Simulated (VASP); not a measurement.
Write the native input for VASP 6.6.1 that does the following.

- Task: single point
- Functional: BHLYP
- Potentials or basis: VASP PAW PBE potentials, release 64 (Cl, Na_pv)
- Cutoff: 520 eV
- k mesh: 4 × 4 × 4
- Occupations: fermi-dirac, width 0.05 eV
- Spin: no spin polarisation
- Dipole correction: no
- Grid for exact exchange (PRECFOCK): Normal
- Further INCAR settings: ALGO = Normal; EDIFF = 1e-06; NBANDS = 14
- Share of exact exchange: 0.5

Crystal: NaCl.

```xyz
2
Lattice="0.0000 2.8308 2.8308 2.8308 0.0000 2.8308 2.8308 2.8308 0.0000" Properties=species:S:1:pos:R:3 pbc="T T T"
Cl    2.8308    2.8308    2.8308
Na    0.0000    0.0000    0.0000
```

The input as run:

POSCAR

```
NaCl
1.0
    0.0000000000      2.8308314239      2.8308314239
    2.8308314239      0.0000000000      2.8308314239
    2.8308314239      2.8308314239      0.0000000000
Cl Na
1 1
Direct
    0.5000000000      0.5000000000      0.5000000000
    0.0000000000      0.0000000000      0.0000000000
```

INCAR.step1

```
SYSTEM = NaCl
  ALGO = Normal
  EDIFF = 1E-5
  ENCUT = 520
  GGA = PE
  ISIF = 2
  ISMEAR = -1
  LASPH = .TRUE.
  LCHARG = .FALSE.
  LREAL = .FALSE.
  LWAVE = .TRUE.
  NBANDS = 14
  NELM = 60
  PREC = Accurate
  SIGMA = 0.05
```

INCAR.step2

```
SYSTEM = NaCl
  AEXX = 0.5
  AGGAC = 1.0
  AGGAX = 0.5
  ALDAC = 0.0
  ALDAX = 0.5
  ALGO = Normal
  EDIFF = 1E-6
  ENCUT = 520
  GGA = B5
  ISIF = 2
  ISMEAR = -1
  ISTART = 1
  LASPH = .TRUE.
  LCHARG = .FALSE.
  LHFCALC = .TRUE.
  LREAL = .FALSE.
  LWAVE = .FALSE.
  NBANDS = 14
  NELM = 60
  PREC = Accurate
  PRECFOCK = Normal
  SIGMA = 0.05
```

KPOINTS

```
k-points
0
G
  4 4 4
  0 0 0
```

Potentials or basis: VASP PAW PBE potentials, release 64 (Cl, Na_pv).

The run is started by

```console
$ cat potpaw_PBE.64/Cl/POTCAR potpaw_PBE.64/Na_pv/POTCAR > POTCAR
$ cp INCAR.step1 INCAR
$ mpirun -np 1 vasp_std > vasp.out
$ cp INCAR.step2 INCAR
$ mpirun -np 1 vasp_std > vasp.out
```

Results of the run:

```yaml
Pressure: -0.5 GPa
Band_gap_on_the_k_mesh: 9.27 eV
```

Caveat: the k points lie up to 0.48 Å⁻¹ apart; the PAW data sets were made with another functional, which shifts forces and pressure a little.

Run time: 8 min on 1 thread of Oxide Virtual Turin-like Processor, on a shared host, peak memory 0.13 GiB.
